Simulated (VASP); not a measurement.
# Nd2AlAs3 (P6/mmm) in VASP: a series of runs, part 2 of 2

VASP 6.6.1. The steps go on from the part before.

### 4 Single point, PBE

This run uses another cell than the first one, of 25.17 Å³/atom, 1.141 times its volume.

The input, INCAR:

```
ALGO = Normal
EDIFF = 1E-6
ENCUT = 520
GGA = PE
ISIF = 2
ISMEAR = 0
LASPH = True
LCHARG = False
LREAL = False
LWAVE = False
NBANDS = 32
NELM = 100
PREC = Accurate
SIGMA = 0.1
```

The input, KPOINTS:

```
k-points
0
Gamma
  6 6 8
```

The input, POSCAR:

```
Nd2AlAs3
1.0
    5.8921581640      0.0000000000      0.0000000000
   -2.9460790820      5.1027586531      0.0000000000
    0.0000000000      0.0000000000      5.0228468111
Nd Al As
2 1 3
Direct
    0.3333333333      0.6666666667      0.0000000000
    0.6666666667      0.3333333333      0.0000000000
    0.0000000000      0.0000000000      0.0000000000
    0.5000000000      0.0000000000      0.5000000000
    0.5000000000      0.5000000000      0.5000000000
    0.0000000000      0.5000000000      0.5000000000
```

Potentials or basis: VASP PAW PBE potentials, release 64 (Nd, Al, As).

Run with:

```
> cat potpaw_PBE.64/Nd/POTCAR potpaw_PBE.64/Al/POTCAR potpaw_PBE.64/As/POTCAR > POTCAR
> mpirun -np 1 vasp_std > vasp.out
```

OUTCAR:

```text
EDIFF = 1E-6
   ENCUT = 520
   GGA = PE
   ISIF = 2
   ISMEAR = 0
   LASPH = True
   LREAL = False
   NELM = 100
   PREC = Accurate

 ion  position               nearest neighbor table
   1  0.333  0.667  0.000-   4 3.03   4 3.03   6 3.03   6 3.03   5 3.03   5 3.03   2 3.40   3 3.40
                             2 3.40   3 3.40   3 3.40   2 3.40
   2  0.667  0.333  0.000-   4 3.03   4 3.03   6 3.03   6 3.03   5 3.03   5 3.03   1 3.40   3 3.40
                             1 3.40   3 3.40   3 3.40   1 3.40
   3  0.000  0.000  0.000-   1 3.40   2 3.40   1 3.40   2 3.40   2 3.40   1 3.40
   4  0.500  0.000  0.500-   1 3.03   2 3.03   1 3.03   2 3.03
   5  0.500  0.500  0.500-   1 3.03   2 3.03   1 3.03   2 3.03
   6  0.000  0.500  0.500-   1 3.03   2 3.03   1 3.03   2 3.03

  LATTYP: Found a hexagonal cell.
 ALAT       =     5.8921581640
 C/A-ratio  =     0.8524629976

  Lattice vectors:

 A1 = (   5.8921581640,   0.0000000000,   0.0000000000)
 A2 = (  -2.9460790820,   5.1027586531,   0.0000000000)
 A3 = (   0.0000000000,   0.0000000000,   5.0228468111)

Analysis of symmetry for initial positions (statically):
=====================================================================
 Subroutine PRICEL returns:
 Original cell was already a primitive cell.

 Routine SETGRP: Setting up the symmetry group for a
 hexagonal supercell.

 Subroutine GETGRP returns: Found 24 space group operations
 (whereof 24 operations were pure point group operations)
 out of a pool of 24 trial point group operations.

The static configuration has the point symmetry D_6h.

Analysis of symmetry for dynamics (positions and initial velocities):
=====================================================================
 Subroutine PRICEL returns:
 Original cell was already a primitive cell.

 Routine SETGRP: Setting up the symmetry group for a
 hexagonal supercell.

[... 126 lines left out ...]
   EFERMI =   0.00;   METHOD = LEGACY
   ISMEAR =     0;   SIGMA  =   0.10  broadening in eV -4-tet -1-fermi 0-gaus
   EFERMI_NEDOS =   21; number of points for ismear=-14 and -15
   IALGO  =     38    algorithm
   IMIX   =      4    mixing-type and parameters
     AMIX     =   0.40;   BMIX     =  1.00
     AMIX_MAG =   1.60;   BMIX_MAG =  1.00
  volume/ion in A,a.u.               =      25.17       169.85
  Fermi-wavevector in a.u.,A,eV,Ry     =   1.101500  2.081532 16.507966  1.213301
  Thomas-Fermi vector in A             =   2.237928
   LORBIT       =      0    0 simple, 1 ext, 2 COOP (PROOUT), +10 PAW based schemes
   GGA     = PE    functional components
   LHFCALC =     F    Hartree Fock is set to
   AEXX    =    0.0000 exact exchange contribution
   IVDW    =     0    specifies the selected vdW correction
   LEPSILON=     F    determine dielectric tensor
   LRPA    =     F    only Hartree local field effects (RPA)
 non-spin polarized calculation
 Gauss-broadening in eV      SIGMA  =   0.10
  energy-cutoff  :      520.00
  volume of cell :      151.02
 maximum number of plane-waves:      4086
 NGX is ok and might be reduce to    48
   NGX = 21   NGY = 21   NGZ = 19

 number of electron      45.9999994 magnetization

 Free energy of the ion-electron system (eV)
  ---------------------------------------------------
  ext. energy  EPLUGINS =         0.00000000
  ---------------------------------------------------
  free energy    TOTEN  =       -30.53760197 eV

  energy without entropy =      -30.32861901  energy(sigma->0) =      -30.43311049

 E-fermi :   4.7973     XC(G=0):  -9.9089

 val. band max:        4.7970103202   @ k =   0.3333   0.3333   0.3750
 cond. band min:       4.8005789262   @ k =   0.3333   0.0000   0.5000
 fundamental gap:      0.0035686060
 Fermi energy:         4.7973074010

 k-point     1 :       0.0000    0.0000    0.0000
  band No.  band energies     occupation
      1     -32.0841      2.00000
      2     -31.9277      2.00000
      3     -13.7213      2.00000
      4     -13.7213      2.00000
      5     -13.5464      2.00000
      6     -13.2549      2.00000
[... 829 lines left out ...]
     31       5.0936      0.00003
     32       5.1303      0.00000

 [... further k-points ...]
[... 5 lines left out ...]
  --------------------------------------------------------------------------------------
  -------------------------------------------------------------------------------------
  Total       -2.9084069     -2.9084069     -5.7756713      0.0000000     -0.0000000     -0.0000000
  in kB      -30.8557705    -30.8557705    -61.2750529      0.0000000     -0.0000000     -0.0000000
  external PRESSURE =     -40.9955313 kB  Pullay stress =       0.0000000 kB

 VOLUME and BASIS-vectors are now :
 -----------------------------------------------------------------------------
  energy-cutoff  :      520.00
  volume of cell :      151.02
      direct lattice vectors                 reciprocal lattice vectors
     5.892158164  0.000000000  0.000000000     0.169717101  0.097986214  0.000000000
    -2.946079082  5.102758653  0.000000000     0.000000000  0.195972427  0.000000000
     0.000000000  0.000000000  5.022846811     0.000000000  0.000000000  0.199090284

 POSITION                                       TOTAL-FORCE (eV/Angst)
 -----------------------------------------------------------------------------------
     -0.00000      3.40184      0.00000        -0.000000      0.000000      0.000000
      2.94608      1.70092      0.00000         0.000000     -0.000000     -0.000000
      0.00000      0.00000      0.00000        -0.000000      0.000000      0.000000
      2.94608      0.00000      2.51142        -0.000000      0.000000      0.000000
      1.47304      2.55138      2.51142        -0.000000      0.000000      0.000000
     -1.47304      2.55138      2.51142        -0.000000      0.000000      0.000000
 -----------------------------------------------------------------------------------
    total drift:                               -0.000000      0.000000      0.000000

  FREE ENERGIE OF THE ION-ELECTRON SYSTEM (eV)
  ---------------------------------------------------
  free  energy   TOTEN  =       -30.5376019674 eV

  energy  without entropy=      -30.3286190084  energy(sigma->0) =      -30.43311049
```

OSZICAR:

```text
N       E                     dE             d eps       ncg     rms          rms(c)
DAV:   1     0.508694753384E+03    0.50869E+03   -0.15924E+04  2432   0.291E+03
DAV:   2     0.772418617925E+02   -0.43145E+03   -0.40910E+03  3088   0.436E+02
DAV:   3    -0.215814982465E+02   -0.98823E+02   -0.94348E+02  4240   0.276E+02
[... 26 lines left out ...]
DAV:  30    -0.305375950207E+02   -0.94990E-05   -0.27303E-05  3760   0.467E-02    0.973E-02
DAV:  31    -0.305375993039E+02   -0.42832E-05   -0.11025E-05  2576   0.284E-02    0.618E-02
DAV:  32    -0.305376006347E+02   -0.13308E-05   -0.67131E-06  2904   0.312E-02    0.403E-02
DAV:  33    -0.305376016759E+02   -0.10412E-05   -0.18633E-06  2112   0.153E-02    0.282E-02
DAV:  34    -0.305376019674E+02   -0.29150E-06   -0.16573E-06  2000   0.189E-02
   1 F= -.30537602E+02 E0= -.30433110E+02  d E =-.208983E+00
```

Wall time 15 min (1 thread of AMD EPYC 7R43 (Zen 3), shared host); peak memory 0.36 GiB.

Results:

```yaml
Free_energy: -30.5376 eV
Pressure: -4.1 GPa
Band_gap_on_the_k_mesh: zero (band 23 reaches 4.87 eV, above the bottom of band 24 at 4.73 eV)
```

Levels at points of the mesh, in eV from the Fermi level:
```tsv
k point	band 20	band 21	band 22	band 23	band 24	band 25	band 26	band 27
(0.00, 0.00, 0.00)	-0.26	-0.09	-0.05	0.04	0.04	0.08	0.08	0.16
(0.50, 0.00, 0.00)	-0.84	-0.66	-0.06	-0.04	0.00	0.09	0.12	0.16
(0.00, 0.00, 0.50)	-0.66	-0.16	-0.07	0.06	0.12	0.12	0.12	0.12
(0.50, 0.00, 0.50)	-1.02	-0.48	-0.17	-0.03	-0.03	0.08	0.11	0.16
```

Caveat: spin-orbit coupling is left out, which moves the levels of the heavy elements; without U or exact exchange the open f shell lies at the Fermi level, which spoils levels, moments and volumes. Spin polarisation is off, so any magnetic state and its effect on volume and gap are missing.

### 5 The runs side by side

```csv
cell,k mesh,gap on the mesh (eV),pressure (GPa)
"a = 6.560, b = 6.560, c = 3.550 Å, angles 90.0, 90.0, 120.0°, 6 atoms",3 × 3 × 6,none,22.1
"a = 6.646, b = 6.646, c = 4.435 Å, angles 90.0, 90.0, 120.0°, 6 atoms",3 × 3 × 6,none,-3.8
"a = 5.892, b = 5.892, c = 5.023 Å, angles 90.0, 90.0, 120.0°, 6 atoms",6 × 6 × 8,none,-4.1
```

Alike in all rows: task single point; level PBE; potentials or basis VASP PAW PBE potentials, release 64 (Nd, Al, As); no spin polarisation; cutoff (eV) 520; smearing gaussian 0.1 eV.

Caveats: some runs use coarse meshes; spin-orbit coupling is left out, which moves the levels of the heavy elements; without U or exact exchange the open f shell lies at the Fermi level, which spoils levels, moments and volumes.

Total energies depend on the potentials used, so only differences within one code and one set of settings carry meaning.
